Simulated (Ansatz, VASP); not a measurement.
One calculation of TaN, two programs

The input INCAR:

```
PREC = Accurate
ENCUT = 520
EDIFF = 1E-7
ISMEAR = -5
SIGMA = 0.1
LREAL = False
LASPH = True
NELM = 150
ALGO = Normal
ISIF = 2
LWAVE = False
LCHARG = False
ISPIN = 2
MAGMOM = 2 0
LORBIT = 11
LMAXMIX = 4
GGA = PE
NBANDS = 19
ISYM = 0
```

The input KPOINTS:

```
Automatic mesh
0
Gamma
  10 10 8
```

Contents of POSCAR:

```
TaN
1.0
    2.9361269820      0.0000000000      0.0000000000
   -1.4680634909      2.5427605552      0.0000000000
    0.0000000000      0.0000000000      2.8866838206
Ta N
1 1
Direct
    0.3333333333      0.6666666667      0.5000000000
    0.0000000000      0.0000000000      0.0000000000
```

Input for Ansatz:

```yaml
crystal:
  lattice:
    - [2.936126981979, -4.99681273169e-11, 0.0]
    - [-1.468063490946, 2.542760555155, 0.0]
    - [0.0, 0.0, 2.88668382056]
  atoms:
    - { symbol: Ta, position: [0.3333333333333, 0.6666666666667, 0.5], spin: 2.0 }
    - { symbol: "N", position: [0.0, -2.775557561563e-17, 0.0] }
  symmetry: { detect: false }
basis:
  ecutwfc: 420
  ecutrho_ratio: 4
kpoints:
  mp_grid: { grid: [10, 10, 8] }
hamiltonian:
  xc: pbe
scf:
  occupations: { method: tetrahedron }
output:
  forces: true
  stress: true
  write_density: true
  write_potential: true
  elf: true
  volumetric_format: npy
magnetization:
  spin_polarized: true
```

Alike in both runs: task single point; functional PBE; k mesh 10 × 10 × 8; occupations tetrahedron; collinear spin.

|  | VASP | Ansatz |
| --- | --- | --- |
| version | VASP 6.6.1 | Ansatz 0.2.0 |
| potentials or method | VASP PAW PBE potentials, release 64 (Ta_pv, N), cutoff 520 eV | scalar-relativistic, plane waves, PAW |
| valence electrons in the cell | 16 | 18 |

|  | VASP | Ansatz | Ansatz less VASP |
| --- | --- | --- | --- |
| gap on the k mesh at the Fermi level (eV) | none | none | - |
| pressure (GPa) | 5.4 | 4.6 | -0.72 |
| traceless stress, the component that is largest in VASP (GPa) | 0.09 | -0.02 | -0.112 |
| net moment per atom (μB) | 0.00 | 0.00 | 0.000 |

A gap of «none» marks a metal or a gap that the smearing closes. With one functional, cell and mesh, what is left measures potentials, basis and numerics. VASP's potentials hold 16 valence electrons a cell and Ansatz's 18, so a difference there can come from the potentials and not from the codes. Ansatz's warnings: band table not solved further, seeded moment not kept, stability check not made, tetrahedron derivatives may miss energy slope.

Spin-orbit coupling is off throughout.
